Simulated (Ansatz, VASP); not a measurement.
## One calculation of Sb, two programs

```xyz
1
Lattice="3.1379 0.0000 0.0000 0.0000 3.1379 0.0000 0.0000 0.0000 3.1379" Properties=species:S:1:pos:R:3 pbc="T T T"
Sb    0.0000    0.0000    0.0000
```

Change from the starting cell: volume scaled by 1.03, PAW files.

Alike in both runs: task electric field gradients; functional PBE; k mesh 13 × 13 × 13; occupations fermi-dirac, width 0.05 eV; no spin polarisation.

```csv
,VASP,Ansatz
version,VASP 6.6.1,Ansatz 0.2.0
potentials or method,"VASP PAW PBE potentials, release 64 (Sb)","PAW with Ansatz's default frozen-core files, scalar-relativistic"
plane-wave cutoff (eV),520,420
valence electrons in the cell,5,15
```

```tsv
	VASP	Ansatz	Ansatz less VASP
pressure (GPa)	-1.6	-1.5	+0.04
```

VASP's potentials hold 5 valence electrons a cell and Ansatz's 15, so a difference there can come from the potentials and not from the codes.

Neither program's run includes spin-orbit coupling.
